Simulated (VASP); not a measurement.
The system is P.

```
CELL_PARAMETERS angstrom
14.00000 0.00000 0.00000
0.00000 14.40000 0.00000
0.00000 0.00000 14.80000
ATOMIC_POSITIONS crystal
P 0.50000 0.50000 0.50000
```

Base run:

- Program: VASP 6.6.1
- Functional: r2SCANh
- Potentials or basis: VASP PAW PBE potentials, release 64 (P)
- Cutoff: 440 eV
- k mesh: 1 × 1 × 1
- Occupations: fermi-dirac, width 0.01 eV
- Spin: collinear spin
- Starting moments: [3.0] μB

Its results: band gap on the k mesh 4.24 eV; pressure 0.0 GPa; net moment 3.00 μB per cell; site moments P +1.23 μB.

The run is repeated on the same cell with these changes: functional from r2SCANh to r2SCAN0; share of exact exchange from 0.1 to 0.25. What comes out?

Band gap on the k mesh 5.47 eV; pressure 0.0 GPa; net moment 3.00 μB per cell; site moments P +1.23 μB.

Caveats: the PAW data sets were made with another functional, which shifts forces and pressure a little.

A k mesh can miss the band edges.
